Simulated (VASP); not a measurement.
ZnS, 4 atoms in the cell. The structure is hexagonal, space group P6_3mc (No. 186). Conventional cell: a = 3.710 Å, b = 3.710 Å, c = 6.256 Å, α = 90.00°, β = 90.00°, γ = 120.00°. Within 2.9 Å of Zn (site symmetry 3m) lie 4 S at 2.21 to 2.33 Å. Within 2.9 Å of S (site symmetry 3m) lie 4 Zn at 2.21 to 2.33 Å.  This cell differs from its parent crystal: strained.

| Quantity | Value |
| --- | --- |
| Program | VASP 6.6.1 |
| Task | single point |
| Functional | PBE |
| Potentials or basis | VASP PAW PBE potentials, release 64 (Zn, S) |
| Cutoff | 520 eV |
| k mesh | 9 × 9 × 6 |
| Occupations | gaussian, width 0.02 eV |
| Spin | no spin polarisation |
| Dipole correction | no |
| Further INCAR settings | ALGO = Normal; EDIFF = 1e-06; NBANDS = 26 |

Potentials or basis: VASP PAW PBE potentials, release 64 (Zn, S).

The run is started by

```bash
$ cat potpaw_PBE.64/Zn/POTCAR potpaw_PBE.64/S/POTCAR > POTCAR
$ mpirun -np 1 vasp_std > vasp.out
```

Hardware: 1 thread of AMD EPYC 7R13 Processor (Zen 3) (shared host).

Question: How long does it take, and how much memory?

Answer: Run time: 79 s on 1 thread of AMD EPYC 7R13 Processor (Zen 3), on a shared host, peak memory 0.2 GiB. Counts: scf iterations 14, k points 48.
